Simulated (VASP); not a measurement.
Pd:

```xyz
1
Lattice="0.0000 1.9465 1.9465 1.9465 0.0000 1.9465 1.9465 1.9465 0.0000" Properties=species:S:1:pos:R:3 pbc="T T T"
Pd    0.0000    0.0000    0.0000
```

- Program: VASP 6.6.1
- Task: relaxation of cell and atoms
- Functional: LDA
- Potentials or basis: VASP PAW LDA potentials, release 64 (Pd)
- Cutoff: 600 eV
- k mesh: 10 × 10 × 10
- Occupations: methfessel-paxton, width 0.05 eV
- Spin: no spin polarisation

At the start: pressure -8.5 GPa; volume 14.75 Å³/atom.

Q: How do energy, volume and symmetry change on relaxing?

A: Over 3 steps the energy falls by 16.6 meV/atom and the volume is 14.16 Å³/atom (-4.0 %); space group Fm-3m (No. 225, to 0.05 Å).

The path:
| step | energy change (eV) | largest force (eV/Å) | pressure (GPa) | volume (Å³) |
| --- | --- | --- | --- | --- |
| 1 | 0.0000 | 0.0000 | -8.51 | 14.75 |
| 2 | 0.0436 | 0.0000 | 20.69 | 13.14 |
| 3 | -0.0166 | 0.0000 | -0.22 | 14.16 |

Final structure:
```xyz
1
Lattice="0.0000 1.9204 1.9204 1.9204 0.0000 1.9204 1.9204 1.9204 0.0000" Properties=species:S:1:pos:R:3 pbc="T T T"
Pd    0.0000    0.0000    0.0000
```
